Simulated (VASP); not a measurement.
# TiSi16 (a cell with a defect) in VASP: notebook, part 2 of 3

VASP 6.6.1. The steps go on from the part before.

## Step 3: Single point, PBE+D3(BJ)

Contents of INCAR:

```
  PREC = Accurate
  ENCUT = 520
  EDIFF = 1E-7
  ISMEAR = 0
  SIGMA = 0.05
  LREAL = Auto
  LASPH = T
  NELM = 100
  ALGO = Normal
  ISIF = 2
  LWAVE = F
  LCHARG = T
  GGA = PE
  IVDW = 12
  LELF = T
  LVHAR = T
  NBANDS = 52
```

Contents of KPOINTS:

```
regular mesh
0
Gamma
  2 2 2
```

Contents of POSCAR:

```
TiSi16
1.0
    0.0000000000      5.4300000000      5.4300000000
    5.4300000000      0.0000000000      5.4300000000
    5.4300000000      5.4300000000      0.0000000000
Si Ti
16 1
Direct
   -0.0164189687     -0.0162303867      0.0490197053
    0.1256765193      0.1260424494      0.1386059853
    0.0109147330      0.0114616943      0.5121151013
    0.1070545120      0.1078569061      0.6777799263
    0.0111632597      0.4996437385     -0.0105890424
    0.1259091160      0.6100312155      0.1378888582
    0.0112756906      0.4658996317      0.5112878453
    0.1521277164      0.6156028545      0.6165833333
    0.4993631676      0.0105753223     -0.0093488029
    0.6093290976      0.1257930018      0.1391930018
    0.4654559853      0.0109797422      0.5128939227
    0.6153574586      0.1514278085      0.6179434622
    0.4995724678      0.4994802026     -0.0099472376
    0.6404396869      0.6400181400      0.0792877532
    0.5164997238      0.5155137201      0.4521455801
    0.6156419890      0.6154570902      0.6172850829
    0.8409693370      0.8409341621      0.4774667587
```

Potentials or basis: VASP PAW PBE potentials, release 64 (Si, Ti_sv).

The run is started by

```
$ cat potpaw_PBE.64/Si/POTCAR potpaw_PBE.64/Ti_sv/POTCAR > POTCAR
$ mpirun -np 1 vasp_std > vasp.out
```

OUTCAR:

```text
PREC = Accurate
   ENCUT = 520
   EDIFF = 1E-7
   ISMEAR = 0
   LREAL = Auto
   LASPH = T
   NELM = 100
   ISIF = 2
   GGA = PE
   IVDW = 12
 IVDW          = 12

 ion  position               nearest neighbor table
   1  0.984  0.984  0.049-   4 2.33   6 2.36   2 2.36  10 2.36  17 2.69
   2  0.126  0.126  0.139-   3 2.35   9 2.35   5 2.35   1 2.36
   3  0.011  0.011  0.512-   4 2.27   2 2.35  17 2.43  12 2.49   8 2.49
   4  0.107  0.108  0.678-   7 2.27   3 2.27  11 2.27   1 2.33
   5  0.011  0.500  0.989-  14 2.34   8 2.34   6 2.35   2 2.35
   6  0.126  0.610  0.138-   7 2.34   5 2.35  13 2.35   1 2.36
   7  0.011  0.466  0.511-   4 2.27   6 2.34  17 2.43  16 2.49   8 2.49
   8  0.152  0.616  0.617-  15 2.30   5 2.34   7 2.49   3 2.49  17 2.53
   9  0.499  0.011  0.991-  14 2.33  12 2.34   2 2.35  10 2.35
  10  0.609  0.126  0.139-  11 2.35   9 2.35  13 2.35   1 2.36
  11  0.465  0.011  0.513-   4 2.27  10 2.35  17 2.43  12 2.49  16 2.49
  12  0.615  0.151  0.618-  15 2.30   9 2.34  11 2.49   3 2.49  17 2.53
  13  0.500  0.499  0.990-  14 2.34  16 2.34   6 2.35  10 2.35
  14  0.640  0.640  0.079-   9 2.33  13 2.34   5 2.34  15 2.34
  15  0.516  0.516  0.452-  12 2.30  16 2.30   8 2.30  14 2.34
  16  0.616  0.615  0.617-  15 2.30  13 2.34   7 2.49  11 2.49  17 2.53
  17  0.841  0.841  0.477-   3 2.43   7 2.43  11 2.43   8 2.53  12 2.53  16 2.53   1 2.69

  LATTYP: Found a face centered cubic cell.
 ALAT       =    10.8600000000

  Lattice vectors:

 A1 = (   0.0000000000,   5.4300000000,   5.4300000000)
 A2 = (   5.4300000000,   0.0000000000,   5.4300000000)
 A3 = (   5.4300000000,   5.4300000000,   0.0000000000)

Analysis of symmetry for initial positions (statically):
=====================================================================
 Subroutine PRICEL returns:
 Original cell was already a primitive cell.

 Routine SETGRP: Setting up the symmetry group for a
 face centered cubic supercell.

 Subroutine GETGRP returns: Found  1 space group operations
 (whereof  1 operations were pure point group operations)
 out of a pool of 48 trial point group operations.

The static configuration has the point symmetry C_1 .

Analysis of symmetry for dynamics (positions and initial velocities):
=====================================================================
 Subroutine PRICEL returns:
 Original cell was already a primitive cell.

 Routine SETGRP: Setting up the symmetry group for a
 face centered cubic supercell.

 Subroutine GETGRP returns: Found  1 space group operations
 (whereof  1 operations were pure point group operations)
 out of a pool of 48 trial point group operations.

The dynamic configuration has the point symmetry C_1 .

 Subroutine INISYM returns: Found  1 space group operations
 (whereof  1 operations are pure point group operations),
 and found     1 'primitive' translations

----------------------------------------------------------------------------------------

                                     Primitive cell

  volume of cell :     320.2060

  direct lattice vectors                    reciprocal lattice vectors
     0.000000000  5.430000000  5.430000000    -0.092081031  0.092081031  0.092081031
     5.430000000  0.000000000  5.430000000     0.092081031 -0.092081031  0.092081031
     5.430000000  5.430000000  0.000000000     0.092081031  0.092081031 -0.092081031

  length of vectors
[... 76 lines left out ...]
  0.500000  0.000000  0.500000      1.000000
   k-points           NKPTS =      8   k-points in BZ     NKDIM =      8   number of bands    NBANDS=     52
   number of dos      NEDOS =    301   number of ions     NIONS =     17
   total plane-waves  NPLWV = 216000
   dimension x,y,z NGX =    60 NGY =   60 NGZ =   60
   dimension x,y,z NGXF=   120 NGYF=  120 NGZF=  120
   ions per type =              16   1
   NGX,Y,Z   is equivalent  to a cutoff of  12.99, 12.99, 12.99 a.u.
   NGXF,Y,Z  is equivalent  to a cutoff of  25.98, 25.98, 25.98 a.u.
 SYSTEM =  unknown system
   PREC   = accura    normal or accurate (medium, high low for compatibility)
   ISTART =      0    job   : 0-new  1-cont  2-samecut
   ICHARG =      2    charge: 1-file 2-atom 10-const
   ISPIN  =      1    spin polarized calculation?
   LNONCOLLINEAR =      F non collinear calculations
   LSORBIT =      F    spin-orbit coupling
   LASPH  =      T    aspherical Exc in radial PAW
   ENCUT  =  520.0 eV  38.22 Ry    6.18 a.u.  14.28 14.28 14.28*2*pi/ulx,y,z
   NELM   =    100;   NELMIN=  2; NELMDL= -5     # of ELM steps
   EDIFF  = 0.1E-06   stopping-criterion for ELM
   LREAL  =      T    real-space projection
   EDIFFG = 0.1E-05   stopping-criterion for IOM
   NSW    =      0    number of steps for IOM
   IBRION =     -1    ionic relax: 0-MD 1-quasi-New 2-CG
   NFREE  =      0    steps in history (QN), initial steepest desc. (CG)
   ISIF   =      2    stress and relaxation
   ISYM   =      2    0-nonsym 1-usesym 2-fastsym
   POTIM  = 0.5000    time-step for ionic-motion
   TEBEG  =    0.0;   TEEND  =   0.0 temperature during run
   PSTRESS=    0.0 pullay stress
   NELECT =      76.0000    total number of electrons
   NUPDOWN=      -1.0000    fix difference up-down
   EMIN   =  10.00;   EMAX   =-10.00  energy-range for DOS
   EFERMI =   0.00;   METHOD = LEGACY
   ISMEAR =     0;   SIGMA  =   0.05  broadening in eV -4-tet -1-fermi 0-gaus
   EFERMI_NEDOS =   21; number of points for ismear=-14 and -15
   IALGO  =     38    algorithm
   IMIX   =      4    mixing-type and parameters
     AMIX     =   0.40;   BMIX     =  1.00
     AMIX_MAG =   1.60;   BMIX_MAG =  1.00
  volume/ion in A,a.u.               =      18.84       127.11
  Fermi-wavevector in a.u.,A,eV,Ry     =   1.013607  1.915439 13.978610  1.027399
  Thomas-Fermi vector in A             =   2.146786
   LORBIT       =      0    0 simple, 1 ext, 2 COOP (PROOUT), +10 PAW based schemes
   GGA     = PE    functional components
   LHFCALC =     F    Hartree Fock is set to
   AEXX    =    0.0000 exact exchange contribution
   IVDW    =    12    specifies the selected vdW correction
   LEPSILON=     F    determine dielectric tensor
   LRPA    =     F    only Hartree local field effects (RPA)
 non-spin polarized calculation
 Gauss-broadening in eV      SIGMA  =   0.05
  energy-cutoff  :      520.00
  volume of cell :      320.21
 maximum number of plane-waves:      8646
 NGX is ok and might be reduce to    60
   NGX = 29   NGY = 29   NGZ = 29

 number of electron      76.0000000 magnetization

 Free energy of the ion-electron system (eV)
  ---------------------------------------------------
  ext. energy  EPLUGINS =         0.00000000
  ---------------------------------------------------
  free energy    TOTEN  =       -91.18447058 eV

  energy without entropy =      -91.16737672  energy(sigma->0) =      -91.17592365

 E-fermi :   6.9018     XC(G=0):  -9.7642

 val. band max:        6.8915167173   @ k =   0.0000   0.5000   0.0000
 cond. band min:       6.9492893766   @ k =   0.0000   0.5000   0.5000
 fundamental gap:      0.0577726593
 Fermi energy:         6.9017640660

 k-point     1 :       0.0000    0.0000    0.0000
  band No.  band energies     occupation
      1     -49.9980      2.00000
      2     -26.4454      2.00000
      3     -26.3164      2.00000
      4     -26.3156      2.00000
      5      -5.6836      2.00000
      6      -3.4917      2.00000
[... 413 lines left out ...]
     49       9.9114      0.00000
     50      10.4915      0.00000
 [bands above 50 left out]

------------------------ aborting loop because EDIFF is reached ----------------------------------------

 Edisp (eV)   -5.83683

 E8    (eV) :    -2.4411

  FORCE on cell =-STRESS in cart. coord.  units (eV):
  Direction    XX          YY          ZZ          XY          YZ          ZX
  --------------------------------------------------------------------------------------
  -------------------------------------------------------------------------------------
  Total       2.77853     2.81269     2.79136    -1.15503     1.14081     1.19551
  in kB      13.90263    14.07354    13.96678    -5.77930     5.70815     5.98182
  external pressure =       13.98 kB  Pullay stress =        0.00 kB

 VOLUME and BASIS-vectors are now :
 -----------------------------------------------------------------------------
  energy-cutoff  :      520.00
  volume of cell :      320.21
      direct lattice vectors                 reciprocal lattice vectors
     0.000000000  5.430000000  5.430000000    -0.092081031  0.092081031  0.092081031
     5.430000000  0.000000000  5.430000000     0.092081031 -0.092081031  0.092081031
     5.430000000  5.430000000  0.000000000     0.092081031  0.092081031 -0.092081031

 POSITION                                       TOTAL-FORCE (eV/Angst)
 -----------------------------------------------------------------------------------
      5.60805      5.60702     10.68271         0.017446      0.014054     -0.020828
      1.43704      1.43505      1.36683         0.076875      0.078424     -0.037880
      2.84302      2.84005      0.12150         0.108562      0.113529     -0.083609
      4.26601      4.26165      1.16697         0.073325      0.076481     -0.071374
      8.08557      5.43312      2.77368         0.089009      0.037663     -0.089561
      4.06121      1.43242      3.99616         0.035870      0.077984     -0.076483
[... 9 lines left out ...]
      6.69379      6.69479      6.68487         0.099978      0.098894      0.054891
      7.15892      7.15911      9.13274        -1.142381     -1.162941      1.140378
 -----------------------------------------------------------------------------------
    total drift:                                0.001321     -0.000399     -0.003845

  FREE ENERGIE OF THE ION-ELECTRON SYSTEM (eV)
  ---------------------------------------------------
  free  energy   TOTEN  =       -97.0213024472 eV

  energy  without entropy=      -97.0042085877  energy(sigma->0) =      -97.01275552
```

Wall time 11 min (1 thread of Intel Xeon 8259CL, shared host); peak memory 0.51 GiB.

What came out:

* Free energy: -97.0213 eV
* Pressure: 1.4 GPa
* Largest force: 1.989 eV/Å
* Band gap on the k mesh: zero (bands 38 and 39 overlap by 0.33 eV)
* Dispersion energy per atom: -0.343 eV

Forces in eV/Å, atoms in the order of the input:
```
Si   0.017  0.014 -0.021
Si   0.077  0.078 -0.038
Si   0.109  0.114 -0.084
Si   0.073  0.076 -0.071
Si   0.089  0.038 -0.090
Si   0.036  0.078 -0.076
Si   0.083  0.113 -0.110
Si   0.101 -0.054 -0.099
Si   0.037  0.090 -0.086
Si   0.076  0.042 -0.076
Si   0.106  0.087 -0.108
Si  -0.051  0.098 -0.096
Si   0.087  0.091 -0.039
Si   0.118  0.119 -0.119
Si   0.084  0.080 -0.083
Si   0.100  0.099  0.055
Ti  -1.142 -1.163  1.140
```

Caveat: the k points lie up to 0.50 Å⁻¹ apart.

[end of part 2 of 3]

The gap in the log of VASP goes by the Fermi energy; the results here count the filled bands.